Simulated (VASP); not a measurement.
**Ca: single point with RPBE**

Ca:

```xyz
3
Lattice="6.6329 0.0000 0.0000 -3.3164 5.7442 0.0000 0.0000 0.0000 3.9670" Properties=species:S:1:pos:R:3 pbc="T T T"
Ca    0.0000    0.0000    0.0000
Ca    0.0000    3.8295    1.9835
Ca    3.3164    1.9147    1.9835
```

This isn't the form of Ca at room conditions, which is fcc.

```
Program                : VASP 6.6.1
Task                   : single point
Functional             : RPBE
Potentials or basis    : VASP PAW PBE potentials, release 64 (Ca_sv)
Cutoff                 : 520 eV
k mesh                 : 7 × 7 × 9
Occupations            : fermi-dirac, width 0.1 eV
Spin                   : no spin polarisation
Dipole correction      : no
Further INCAR settings : ALGO = Normal; EDIFF = 1e-06; NBANDS = 22
```

```
Pressure               : -1.5 GPa
Band gap on the k mesh : zero (bands 15 and 16 overlap by 0.57 eV)
```

Levels at points of the mesh, in eV from the Fermi level:
```tsv
k point	band 13	band 14	band 15	band 16	band 17	band 18
(0.00, 0.00, 0.00)	-3.71	0.13	0.13	0.14	0.14	0.19
```

It took 4.4 min on 1 thread of Oxide Virtual Turin-like Processor (shared host), peak memory 0.27 GiB.

Caveat: the PAW data sets were made with another functional, which shifts forces and pressure a little.
